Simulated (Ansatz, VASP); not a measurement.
**CdTe in VASP and in Ansatz**

```
Cd Te
1.0
     3.20500    3.20500    0.00000
    -3.20500    3.20500    0.00000
     0.00000    3.20500    3.20500
Cd Te
1 1
Cartesian
  0.0000 0.0000 0.0000
  1.6025 4.8075 1.6025
```

Alike in both runs: task single point; functional LDA; k mesh 6 × 6 × 6; no spin polarisation.

|  | VASP | Ansatz |
| --- | --- | --- |
| version | VASP 6.6.1 | Ansatz 0.2.0 |
| potentials or method | VASP PAW LDA potentials, release 64 (Cd, Te), cutoff 520 eV | all-electron LAPW, scalar-relativistic |
| occupations | gaussian, width 0.01 eV | fixed |

|  | VASP | Ansatz | Ansatz less VASP |
| --- | --- | --- | --- |
| gap on the k mesh at the Fermi level (eV) | 0.65 | 0.61 | -0.044 |
| pressure (GPa) | 0.3 | 0.0 | -0.25 |

LDA's correlation is that of Perdew and Zunger in VASP and of Perdew and Wang (1992) in Ansatz. Ansatz ran all-electron here, and VASP with PAW potentials.

Neither program's run includes spin-orbit coupling.
